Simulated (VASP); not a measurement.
Here is a VASP 6.6.1 calculation.

Contents of INCAR:

```
SYSTEM = Mg
ALGO     = Normal         ! electronic algorithm
DIPOL    = 0.5 0.5 0.500
EDIFF    = 1E-7           ! SCF threshold, eV
EDIFFG   = -0.03          ! ionic threshold
ENCUT    = 520            ! plane-wave cutoff, eV
GGA      = PS             ! functional
IBRION   = 2              ! ionic algorithm
IDIPOL   = 3            
ISIF     = 2              ! what is computed and relaxed
ISMEAR   = 0              ! smearing method
LASPH    = .True.         ! aspherical terms in the spheres
LCHARG   = .False.        ! write CHGCAR
LDIPOL   = .True.       
LREAL    = .False.        ! projectors in reciprocal space
LWAVE    = .False.        ! write WAVECAR
NELM     = 80             ! most SCF steps
NSW      = 90             ! ionic steps
PREC     = Accurate       ! precision mode
SIGMA    = 0.1            ! smearing width, eV
```

The input KPOINTS:

```
k-points
0
Gamma
  9 9 1
  0 0 0
```

File POSCAR:

```
Mg
1.0
    3.1881999938      0.0000000000      0.0000000000
   -1.5940999969      2.7610621870      0.0000000000
    0.0000000000      0.0000000000     24.6626988054
Mg
4
Selective dynamics
Direct
    0.6666666667      0.3333333333      0.3446500347  F F F
    0.3333333333      0.6666666667      0.4482166782  F F F
    0.6666666667      0.3333333333      0.5517833218  T T T
    0.3333333333      0.6666666667      0.6553499653  T T T
```

Potentials or basis: VASP PAW PBE potentials, release 64 (Mg).

Launch:

```bash
$ cat potpaw_PBE.64/Mg/POTCAR > POTCAR
$ mpirun -np 1 vasp_std > vasp.out
```

(1) Estimate the energy gained by relaxing.

(2) Predict the band gap on the k mesh.

## Answers

(1) 0.8 meV/atom.

(2) zero (bands 4 and 5 overlap by 1.34 eV).
